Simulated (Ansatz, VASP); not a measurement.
**Ta: VASP beside Ansatz**

```xyz
1
Lattice="2.7081 0.0000 0.0000 0.0000 2.7081 0.0000 0.0000 0.0000 2.7081" Properties=species:S:1:pos:R:3 pbc="T T T"
Ta    0.0000    0.0000    0.0000
```

Alike in both runs: functional PBEsol; k mesh 14 × 14 × 14; occupations fermi-dirac, width 0.05 eV; no spin polarisation.

Ansatz relaxed the structure, and its values are those at the end. VASP's run is a single point on that final structure, the one shown.

|  | VASP | Ansatz |
| --- | --- | --- |
| version | VASP 6.6.1 | Ansatz 0.2.0 |
| potentials or method | VASP PAW PBE potentials, release 64 (Ta_pv) | PAW with Ansatz's default frozen-core files, scalar-relativistic |
| plane-wave cutoff (eV) | 520 | 420 |
| valence electrons in the cell | 11 | 13 |

|  | VASP | Ansatz | Ansatz less VASP |
| --- | --- | --- | --- |
| pressure (GPa) | 0.2 | 0.0 | -0.19 |

VASP's potentials were made for PBE, not for PBEsol. VASP's potentials hold 11 valence electrons a cell and Ansatz's 13, so a difference there can come from the potentials and not from the codes.

Neither program's run includes spin-orbit coupling.
